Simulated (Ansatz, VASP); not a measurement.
# Sc in VASP and in Ansatz

```
Sc
1.0
     3.32008    0.00000    0.00000
    -1.66004    2.87528    0.00000
     0.00000    0.00000    5.16436
Sc
2
Cartesian
  0.0000 1.9169 1.2911
  1.6600 0.9584 3.8733
```

Alike in both runs: functional PBE; k mesh 15 × 15 × 8; occupations gaussian, width 0.1 eV; no spin polarisation.

Ansatz relaxed the structure, and its values are those at the end. VASP's run is a single point on that final structure, the one shown.

```csv
,VASP,Ansatz
version,VASP 6.6.1,Ansatz 0.2.0
potentials or method,"VASP PAW PBE potentials, release 64 (Sc_sv), cutoff 520 eV","scalar-relativistic, plane waves, PAW"
valence electrons in the cell,22,22
```

|  | VASP | Ansatz | Ansatz less VASP |
| --- | --- | --- | --- |
| gap on the k mesh at the Fermi level (eV) | none | none | - |
| pressure (GPa) | 0.0 | 0.0 | -0.02 |

A gap of «none» marks a metal or a gap that the smearing closes.
